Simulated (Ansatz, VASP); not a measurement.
HfN in VASP and in Ansatz

The input INCAR:

```
PREC = Accurate
ENCUT = 520
EDIFF = 1E-6
ISMEAR = -1
SIGMA = 0.02
LREAL = F
LASPH = T
NELM = 60
ALGO = Normal
ISIF = 2
LWAVE = F
LCHARG = F
LDIPOL = T
IDIPOL = 3
DIPOL = 0.5 0.5 0.500
GGA = PE
NBANDS = 32
```

The input KPOINTS:

```
Automatic mesh
0
Gamma
  9 7 1
```

File POSCAR:

```
HfN
1.0
    3.2157240931      0.0000000000      0.0000000000
    0.0000000000      4.5477206253      0.0000000000
    0.0000000000      0.0000000000     19.2157000000
Hf N
3 3
Direct
    0.0000000000      0.2500000000      0.4163256063
    0.5000000000      0.7500000000      0.5000000000
    0.0000000000      0.2500000000      0.5836743937
    0.0000000000      0.7500000000      0.4163256063
    0.5000000000      0.2500000000      0.5000000000
    0.0000000000      0.7500000000      0.5836743937
```

Input for Ansatz:

```yaml
crystal:
  lattice:
    - [3.2157240931, 0.0, 0.0]
    - [0.0, 4.5477206253, 0.0]
    - [0.0, 0.0, 19.2157]
  atoms:
    - { symbol: Hf, position: [0.0, 0.25, 0.4163256063] }
    - { symbol: "N", position: [0.0, 0.75, 0.4163256063] }
    - { symbol: Hf, position: [0.5, 0.75, 0.5] }
    - { symbol: "N", position: [0.5, 0.25, 0.5] }
    - { symbol: Hf, position: [0.0, 0.25, 0.5836743937] }
    - { symbol: "N", position: [0.0, 0.75, 0.5836743937] }
kpoints:
  mp_grid: { grid: [9, 7, 1] }
scf:
  occupations: { method: fermi_dirac, width: 0.02 }
hamiltonian:
  xc: pbe
  pseudopotentials: { kind: all_electron, lapw: { basis_error: 0.001 } }
output:
  forces: true
  stress: true
  eigenvalues: true
  populations: true
  dos: { projected: true, de: 0.2, e_range: [-14, 8] }
efield:
  axis: 3
  amplitude: 0
  dipole_correction: true
```

Alike in both runs: task single point; functional PBE; k mesh 9 × 7 × 1; occupations fermi-dirac, width 0.02 eV; no spin polarisation.

|  | VASP | Ansatz |
| --- | --- | --- |
| version | VASP 6.6.1 | Ansatz 0.2.0 |
| potentials or method | VASP PAW PBE potentials, release 64 (Hf_pv, N), cutoff 520 eV | all-electron LAPW, scalar-relativistic |

```tsv
	VASP	Ansatz	Ansatz less VASP
rms of the force components (eV/Å)	0.437	0.389	-0.0483
```

Ansatz ran all-electron here, and VASP with PAW potentials.

Spin-orbit coupling is off throughout.
